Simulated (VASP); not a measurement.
Here is a VASP 6.6.1 calculation.

INCAR

```
SYSTEM = KI
PREC = Accurate ; ENCUT = 520
EDIFF = 1E-6 ; ISMEAR = 0
SIGMA = 0.05 ; LREAL = .FALSE.
LASPH = .TRUE. ; NELM = 100
ALGO = Normal ; ISIF = 2
LWAVE = .FALSE. ; LCHARG = .FALSE.
GGA = PE ; NBANDS = 15
```

Contents of KPOINTS:

```
regular mesh
0
G
  6 6 6
  0 0 0
```

File POSCAR:

```
KI
1.0
    0.0000000000      3.3835680000      3.5245500000
    3.5245500000      0.0000000000      3.5245500000
    3.5245500000      3.3835680000      0.0000000000
K I
1 1
Direct
    0.0000000000      0.0000000000      0.0000000000
    0.5000000000      0.5000000000      0.5000000000
```

Potentials or basis: VASP PAW PBE potentials, release 64 (K_sv, I).

Launch:

```console
$ cat potpaw_PBE.64/K_sv/POTCAR potpaw_PBE.64/I/POTCAR > POTCAR
$ mpirun -np 1 vasp_std > vasp.out
```

Predict the pressure.

1.4 GPa.

Predict the band gap on the k mesh.

4.06 eV.

Stress tensor (GPa, compression positive):
```
0.92 0.00 0.00
0.00 2.42 0.00
0.00 0.00 0.92
```

Caveat: the cell differs from its parent crystal (strain -0.0400 x Voigt [0, 1, 0, 0, 0, 0]); spin-orbit coupling is left out, which moves the levels of the heavy elements.
